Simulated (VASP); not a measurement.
Re, 2 atoms in the cell. The structure is hexagonal, space group P6_3/mmc (No. 194). Conventional cell: a = 2.761 Å, b = 2.761 Å, c = 4.458 Å, α = 90.00°, β = 90.00°, γ = 120.00°. Within 3.6 Å of Re (site symmetry -6m2) lie 12 Re at 2.74 to 2.76 Å. 

| Quantity | Value |
| --- | --- |
| Program | VASP 6.6.1 |
| Task | relaxation of cell and atoms |
| Functional | LDA |
| Potentials or basis | VASP PAW LDA potentials, release 64 (Re_sv_GW) |
| Cutoff | 500 eV |
| k mesh | 9 × 9 × 4 |
| Occupations | gaussian, width 0.1 eV |
| Spin | no spin polarisation |
| Dipole correction | no |
| Further INCAR settings | ALGO = Normal; EDIFF = 1e-07; IBRION = 2; EDIFFG = -0.05; NSW = 100; ISIF = 3 |

Potentials or basis: VASP PAW LDA potentials, release 64 (Re_sv_GW).

The run is started by

```console
$ cat potpaw_LDA.64/Re_sv_GW/POTCAR > POTCAR
$ mpirun -np 1 vasp_std > vasp.out
```

Hardware: 1 thread of AMD EPYC 7R43 64-Core Processor (Zen 3) (shared host).

**Question.** Estimate the wall time of this run.

**Answer.** Run time: 69 s on 1 thread of AMD EPYC 7R43 64-Core Processor (Zen 3), with other jobs on the host, peak memory 0.11 GiB. Counts: scf iterations 50, k points 36, ion steps 4.
